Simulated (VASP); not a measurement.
Crystal: CsBa3.

```xyz
4
Lattice="0.0000 5.2213 5.2213 5.2213 0.0000 5.2213 5.2213 5.2213 0.0000" Properties=species:S:1:pos:R:3 pbc="T T T"
Cs    0.0000    0.0000    0.0000
Ba    2.6106    2.6106    2.6106
Ba    7.8319    7.8319    7.8319
Ba    5.2213    5.2213    5.2213
```

Base run:

- Program: VASP 6.6.1
- Functional: PBEsol
- Potentials or basis: VASP PAW PBE potentials, release 64 (Cs_sv, Ba_sv)
- Cutoff: 520 eV
- k mesh: 4 × 4 × 4
- Occupations: methfessel-paxton, width 0.1 eV
- Spin: no spin polarisation

Its results: band gap on the k mesh zero (an odd number of electrons rules out a gap without spin polarisation); pressure -0.4 GPa.

Q: The run is repeated on the same cell with these changes: functional from PBEsol to r2SCAN. What comes out?

A: Band gap on the k mesh zero (an odd number of electrons rules out a gap without spin polarisation); pressure 0.2 GPa.

Caveats: the PAW data sets were made with another functional, which shifts forces and pressure a little; spin-orbit coupling is left out, which moves the levels of the heavy elements.
